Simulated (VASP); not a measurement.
# Ti6H: single point with PBE

Slab: Ti6H, a slab with vacuum.

```xyz
14
Lattice="5.6639 0.0000 0.0000 0.0000 4.5793 0.0000 0.0000 0.0000 24.5507" Properties=species:S:1:pos:R:3 pbc="T T T"
Ti    1.4160    0.0000    4.0000
Ti    4.2480    0.0000    4.0000
Ti    0.0000    2.2897    5.3219
Ti    2.8320    2.2897    5.3219
Ti    1.4160    0.0000    6.6439
Ti    4.2480    0.0000    6.6439
Ti    1.4160    2.2897    7.9952
Ti    4.2480    2.2897    7.9952
Ti    0.0000    0.0000    9.2793
Ti    2.8320    0.0000    9.2793
Ti    1.4160    2.2897   10.5507
Ti    4.2480    2.2897   10.5507
H    -0.9245    0.0000   11.3207
H     0.9245    0.0000   11.3207
```

```json
{
  "Program": "VASP 6.6.1",
  "Task": "single point",
  "Functional": "PBE",
  "Potentials or basis": "VASP PAW PBE potentials, release 64 (Ti_sv, H)",
  "Cutoff": "520 eV",
  "k mesh": "5 × 6 × 1",
  "Occupations": "gaussian, width 0.1 eV",
  "Spin": "no spin polarisation"
}
```

```yaml
Largest_force: 1.578 eV/Å
Band_gap_on_the_k_mesh: zero (band 73 reaches 0.65 eV, above the bottom of band 74 at 0.49 eV)
Work_function_of_the_upper_face: 3.34 eV
Work_function_of_the_lower_face: 3.42 eV
```

Forces in eV/Å, atoms in the order of the input:
```
Ti  -0.008  0.000  0.458
Ti   0.008  0.000  0.458
Ti   0.000  0.000 -0.044
Ti   0.000  0.000 -0.069
Ti   0.026  0.000 -0.402
Ti  -0.026  0.000 -0.402
Ti  -0.009  0.000  0.038
Ti   0.009  0.000  0.038
Ti   0.000  0.000  1.578
Ti   0.000  0.000  0.433
Ti   0.033  0.000  0.262
Ti  -0.033  0.000  0.262
H   -0.528  0.000 -1.305
H    0.528  0.000 -1.305
```

Levels at points of the mesh, in eV from the Fermi level:
```tsv
k point	band 70	band 71	band 72	band 73	band 74	band 75	band 76	band 77
(0.00, 0.00, 0.00)	-0.51	-0.32	-0.14	-0.05	0.02	0.06	0.26	0.29
(0.00, 0.50, 0.00)	-0.26	-0.25	-0.17	0.07	0.11	0.23	0.26	0.34
```

Wall time 54 min on 1 thread of Intel(R) Xeon(R) Platinum 8488C (Sapphire Rapids), with other jobs on the host, peak memory 0.87 GiB.
